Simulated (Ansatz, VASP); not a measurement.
## Si in VASP and in Ansatz

```
Si
1.0
     0.00000    2.71850    2.71850
     2.71850    0.00000    2.71850
     2.71850    2.71850    0.00000
Si
2
Direct
  0.50000 0.50000 0.50000
  0.75000 0.75000 0.75000
```

Alike in both runs: task single point; functional PBEsol; k mesh 6 × 6 × 6; occupations gaussian, width 0.1 eV; no spin polarisation.

|  | VASP | Ansatz |
| --- | --- | --- |
| version | VASP 6.6.1 | Ansatz 0.2.0 |
| potentials or method | VASP PAW PBE potentials, release 64 (Si), cutoff 520 eV | scalar-relativistic, plane waves, PAW |
| valence electrons in the cell | 8 | 8 |

Ansatz gave:

```
gap on the k mesh at the Fermi level (eV) : 0.60
least direct gap on the mesh (eV)         : 2.51
pressure (GPa)                            : -0.1
```

Problem. What did VASP give for the same quantities?

Solution. gap on the k mesh at the Fermi level (eV): 0.59; least direct gap on the mesh (eV): 2.51; pressure (GPa): 0.0.

VASP's potentials were made for PBE, not for PBEsol, and Ansatz warns of the same on its side.
